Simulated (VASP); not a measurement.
A run of VASP 6.6.1 is set up as follows.

File INCAR:

```
ALGO = Fast ; EDIFF = 1E-7
ENCUT = 520 ; GGA = PE
ISIF = 2 ; ISMEAR = 0
LASPH = True ; LCHARG = False
LREAL = False ; LWAVE = False
NBANDS = 40 ; NELM = 60
PREC = Accurate ; SIGMA = 0.1
```

KPOINTS

```
k-points
0
Gamma
  6 6 4
```

The input POSCAR:

```
Ga2As
1.0
    3.8478445909      0.0000000000      0.0000000000
    0.0000000000      3.8478445909      0.0000000000
    0.0000000000      0.0000000000      8.0462779261
Ga As
4 2
Direct
    0.0000000000      0.0000000000      0.0000000000
    0.5000000000      0.5000000000      0.0000000000
    0.0000000000      0.5000000000      0.3597961096
    0.5000000000      1.0000000000      0.6402038904
    1.0000000000      0.5000000000      0.6895647313
    0.5000000000      0.0000000000      0.3104352687
```

Potentials or basis: VASP PAW PBE potentials, release 64 (Ga_d, As).

Launch:

```sh
$ cat potpaw_PBE.64/Ga_d/POTCAR potpaw_PBE.64/As/POTCAR > POTCAR
$ mpirun -np 1 vasp_std > vasp.out
```

Q: What does it give for the pressure?

A: 0.3 GPa.

Q: Predict the largest force.

A: 0.069 eV/Å.

Stress tensor (GPa, compression positive):
```
-0.12  0.00  0.00
 0.00 -0.12  0.00
 0.00  0.00  1.03
```
